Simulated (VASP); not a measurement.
# BP: single point with PBE

The system is BP.

```
B P
1.0
     0.00000    2.17758    2.30526
     2.17758    0.00000    2.30526
     2.17758    2.17758    0.00000
B P
1 1
Direct
  0.00000 0.00000 0.00000
  0.25000 0.25000 0.25000
```

This cell differs from its parent crystal: epitaxial xy strain -4.0%.

```
Program                : VASP 6.6.1
Task                   : single point
Functional             : PBE
Potentials or basis    : VASP PAW PBE potentials, release 64 (B, P)
Cutoff                 : 520 eV
k mesh                 : 10 × 10 × 10
Occupations            : fermi-dirac, width 0.02 eV
Spin                   : no spin polarisation
Dipole correction      : no
Further INCAR settings : ALGO = Normal; EDIFF = 1e-07; NBANDS = 11
```

```
Pressure               : 13.3 GPa
Band gap on the k mesh : 0.70 eV, indirect (least direct gap 3.22 eV)
```

Stress tensor (GPa, compression positive):
```
19.05  0.00  0.00
 0.00 19.05  0.00
 0.00  0.00  1.68
```

Levels at points of the mesh, in eV from the valence-band top:
| k point | band 2 | band 3 | band 4 | band 5 | band 6 | band 7 |
| --- | --- | --- | --- | --- | --- | --- |
| (0.00, 0.00, 0.00) | -0.62 | 0.00 | 0.00 | 3.22 | 3.22 | 3.52 |
| (0.50, 0.00, 0.00) | -9.73 | -2.45 | -1.64 | 3.41 | 4.82 | 4.87 |
| (0.50, 0.50, 0.00) | -9.49 | -4.13 | -4.13 | 1.42 | 1.97 | 12.57 |
| (0.50, 0.00, 0.50) | -8.95 | -4.82 | -4.69 | 0.79 | 1.12 | 11.73 |

Run time: 12 s on 1 thread of Intel(R) Xeon(R) Platinum 8488C (Sapphire Rapids) (shared host), peak memory 0.15 GiB.

Caveat: the cell differs from its parent crystal (epitaxial xy strain -4.0%). A k mesh can miss the band edges.
